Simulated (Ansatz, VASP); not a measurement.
## Two plane-wave programs on SnTe

```xyz
2
Lattice="4.4560 0.0000 0.0000 2.2280 3.8590 0.0000 2.2280 1.2863 3.6383" Properties=species:S:1:pos:R:3 pbc="T T T"
Sn    0.0000    0.0000    0.0000
Te    4.4560    2.5727    1.8191
```

Alike in both runs: task single point; functional PBE; dispersion D3(BJ); k mesh 5 × 5 × 5; non-collinear spin, spin-orbit coupling.

|  | VASP | Ansatz |
| --- | --- | --- |
| version | VASP 6.6.1 | Ansatz 0.2.0 |
| potentials or method | VASP PAW PBE potentials, release 64 (Sn_d, Te) | plane waves, PAW |
| plane-wave cutoff (eV) | 500 | 420 |
| occupations | gaussian, width 0.01 eV | fixed |
| valence electrons in the cell | 20 | 30 |

```tsv
	VASP	Ansatz	Ansatz less VASP
net moment per atom (μB)	0.00	0.00	0.000
```

VASP's potentials hold 20 valence electrons a cell and Ansatz's 30, so a difference there can come from the potentials and not from the codes.
